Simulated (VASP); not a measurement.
A run of VASP 6.6.1 is set up as follows.

File INCAR:

```
PREC     = Accurate       # precision mode
ENCUT    = 520            # plane-wave cutoff, eV
EDIFF    = 1E-6           # SCF threshold, eV
ISMEAR   = 0              # smearing method
SIGMA    = 0.1            # smearing width, eV
LREAL    = F              # projectors in reciprocal space
LASPH    = T              # aspherical terms in the spheres
NELM     = 80             # most SCF steps
ALGO     = Normal         # electronic algorithm
ISIF     = 2              # what is computed and relaxed
LWAVE    = F              # write WAVECAR
LCHARG   = F              # write CHGCAR
LDIPOL   = T            
IDIPOL   = 3            
DIPOL    = 0.5 0.5 0.334
GGA      = PE             # functional
NBANDS   = 35             # bands
```

KPOINTS

```
regular mesh
0
Gamma
  9 9 1
```

The input POSCAR:

```
Ti3HN3
1.0
    3.0028555065      0.0000000000      0.0000000000
    0.0000000000      3.0028555065      0.0000000000
    0.0000000000      0.0000000000     19.7584945265
Ti N H
3 3 1
Direct
    0.5000000000      0.5000000000      0.2024445736
    0.0000000000      0.0000000000      0.3072496201
    0.5000000000      0.5000000000      0.4076776418
    0.0000000000      0.0000000000      0.2024445736
    0.5000000000      0.5000000000      0.3055678856
    0.0000000000      0.0000000000      0.4179718508
    0.3750000000      0.5000000000      0.4938005997
```

Potentials or basis: VASP PAW PBE potentials, release 64 (Ti_sv, N, H).

The run is started by

```sh
$ cat potpaw_PBE.64/Ti_sv/POTCAR potpaw_PBE.64/N/POTCAR potpaw_PBE.64/H/POTCAR > POTCAR
$ mpirun -np 1 vasp_std > vasp.out
```

Problem. What does it give for the band gap on the k mesh?

Solution. Zero (bands 26 and 27 overlap by 1.66 eV).

Problem. Predict the largest force.

Solution. 3.271 eV/Å.

Forces on the atoms (eV/Å):
```
Ti  -0.101  0.000  1.106
Ti   0.025  0.000 -0.180
Ti   0.076  0.000  3.270
N    0.028  0.000 -1.409
N    0.028  0.000 -0.944
N   -0.238  0.000 -1.859
H    0.181  0.000  0.015
```
